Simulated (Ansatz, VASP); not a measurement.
**SnO2: VASP beside Ansatz**

```xyz
6
Lattice="4.7594 0.0000 0.0000 0.0000 4.7599 0.0000 0.0000 0.0000 3.2007" Properties=species:S:1:pos:R:3 pbc="T T T"
Sn    2.3797    2.3799    1.6004
Sn    0.0000    0.0000    0.0000
O     1.4554    1.4566    0.0000
O     3.8351    0.9233    1.6004
O     0.9244    3.8365    1.6004
O     3.3041    3.3032    0.0000
```

Alike in both runs: functional r2SCAN; k mesh 5 × 5 × 7; no spin polarisation.

Ansatz relaxed the structure, and its values are those at the end. VASP's run is a single point on that final structure, the one shown.

|  | VASP | Ansatz |
| --- | --- | --- |
| version | VASP 6.6.1 | Ansatz 0.2.0 |
| potentials or method | VASP PAW PBE potentials, release 64 (Sn_d, O) | plane waves, PAW |
| plane-wave cutoff (eV) | 520 | 500 |
| occupations | gaussian, width 0.01 eV | fixed |
| valence electrons in the cell | 52 | 52 |

|  | VASP | Ansatz | Ansatz less VASP |
| --- | --- | --- | --- |
| pressure (GPa) | 1.1 | 0.0 | -1.10 |
| rms of the force components (eV/Å) | 0.013 | 0.000 | -0.0122 |

VASP's potentials were made for PBE, not for r2SCAN. Ansatz's warnings: stress scf threshold loose.
